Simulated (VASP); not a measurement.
Runs of VASP 6.6.1 on CaBi. The structure is that of space group P-6m2 (No. 187), or close to it. The cells are those of the table. 

| task | cell | k mesh | cutoff (eV) | gap on the mesh (eV) | pressure (GPa) |
| --- | --- | --- | --- | --- | --- |
| single point | a = 4.027, b = 4.027, c = 5.601 Å, angles 90.0, 90.0, 120.0°, 2 atoms | 6 × 6 × 4 | 520 | none | (a) |
| relaxation of cell and atoms | relaxed from a = 4.065, b = 4.065, c = 4.677 Å, angles 90.0, 90.0, 120.0°, 2 atoms | 15 × 15 × 12 | 600 | none | 0.0 |
| single point | a = 4.065, b = 4.065, c = 4.677 Å, angles 90.0, 90.0, 120.0°, 2 atoms | 6 × 6 × 4 | 520 | none | 0.1 |
| single point | a = 4.085, b = 4.085, c = 4.645 Å, angles 90.0, 90.0, 120.0°, 2 atoms | 15 × 15 × 12 | 520 | none | 0.0 |

Alike in all rows: level PBE; potentials or basis VASP PAW PBE potentials, release 64 (Ca_sv, Bi_d); no spin polarisation; smearing gaussian 0.1 eV.

Problem. Fill in the values left out.

Solution. (a) -4.4.

Caveats: spin-orbit coupling is left out, which moves the levels of the heavy elements.

A k mesh can miss the band edges, and the runs leave out spin-orbit coupling on Bi.

A gap of «none» marks levels without a gap at the run's occupations.
